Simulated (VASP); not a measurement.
**B5W2: single point with PBE**

The system is B5W2.

```
B W
1.0
     1.54793    0.89370    7.13126
    -1.54793    0.89370    7.13126
     0.00000   -1.78739    7.13126
B W
5 2
Direct
  0.18526 0.18526 0.18526
  0.81474 0.81474 0.81474
  0.33103 0.33103 0.33103
  0.66897 0.66897 0.66897
  0.50000 0.50000 0.50000
  0.07666 0.07666 0.07666
  0.92334 0.92334 0.92334
```

- Program: VASP 6.6.1
- Task: single point
- Functional: PBE
- Potentials or basis: VASP PAW PBE potentials, release 64 (B, W_sv)
- Cutoff: 520 eV
- k mesh: 12 × 12 × 12
- Occupations: gaussian, width 0.1 eV
- Spin: no spin polarisation

The pressure is 0.4 GPa, the largest force is 0.004 eV/Å and the band gap on the k mesh is zero (an odd number of electrons rules out a gap without spin polarisation).

Forces on the atoms (eV/Å):
```
B    0.000  0.000  0.001
B    0.000  0.000 -0.001
B    0.000  0.000  0.004
B    0.000  0.000 -0.004
B    0.000  0.000  0.000
W    0.000  0.000 -0.001
W    0.000  0.000  0.001
```

Stress tensor (GPa, compression positive):
```
0.38 0.00 0.00
0.00 0.38 0.00
0.00 0.00 0.58
```

Levels at points of the mesh, in eV from the Fermi level:
```csv
k point,band 18,band 19,band 20,band 21,band 22,band 23,band 24,band 25
"(0.00, 0.00, 0.00)",-3.48,-3.48,-2.01,-2.01,-2.00,-0.64,-0.64,0.59
"(0.50, 0.00, 0.00)",-4.93,-4.31,-1.39,0.32,0.76,1.17,1.74,2.03
"(0.50, 0.50, 0.00)",-5.48,-4.49,-1.47,0.22,0.47,1.75,1.93,2.01
"(0.50, 0.50, 0.50)",-3.15,-3.15,-2.53,-2.11,-2.11,-0.28,-0.28,0.26
```

Wall time 19 min on 1 thread of Intel(R) Xeon(R) Platinum 8375C CPU @ 2.90GHz (Ice Lake), with other jobs on the host, peak memory 0.59 GiB.

Caveat: spin-orbit coupling is left out, which moves the levels of the heavy elements.
